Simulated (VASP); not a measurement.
Set up this calculation in VASP 6.6.1, as the native input.

```yaml
Task: electric field gradients
Functional: LDA
Potentials_or_basis: VASP PAW LDA potentials, release 64 (Tl_d)
Cutoff: 520 eV
k_mesh: 13 × 13 × 13
Occupations: fermi-dirac, width 0.05 eV
Spin: no spin polarisation
Dipole_correction: no
Further_INCAR_settings: ALGO = Normal; EDIFF = 1e-08; NBANDS = 12
```

The structure of Tl lies in POSCAR:

```
Tl
1.0
   -1.9790684883      1.9790684883      1.9790684883
    1.9790684883     -1.9790684883      1.9790684883
    1.9790684883      1.9790684883     -1.9790684883
Tl
1
Direct
    0.0000000000      0.0000000000      0.0000000000
```

This cell differs from its parent crystal: volume scaled by 1.06.

The input as run:

INCAR

```
PREC = Accurate ; ENCUT = 520
EDIFF = 1E-8 ; ISMEAR = -1
SIGMA = 0.05 ; LREAL = F
LASPH = T ; NELM = 60
ALGO = Normal ; ISIF = 2
LWAVE = F ; LCHARG = F
LEFG = T ; NBANDS = 12
```

KPOINTS

```
Automatic mesh
0
Gamma
  13 13 13
```

Potentials or basis: VASP PAW LDA potentials, release 64 (Tl_d).

Run with:

```bash
$ cat potpaw_LDA.64/Tl_d/POTCAR > POTCAR
$ mpirun -np 1 vasp_std > vasp.out
```

Results of the run:

```json
{
 "Pressure": "-3.9 GPa"
}
```

Caveat: without QUAD_EFG the Cq values of the log hold for a quadrupole moment of 1 mb, not for the nuclei.

Wall time 22 s on 1 thread of Intel(R) Xeon(R) Platinum 8259CL CPU @ 2.50GHz (Skylake/Cascade Lake), on a shared host, peak memory 0.16 GiB.
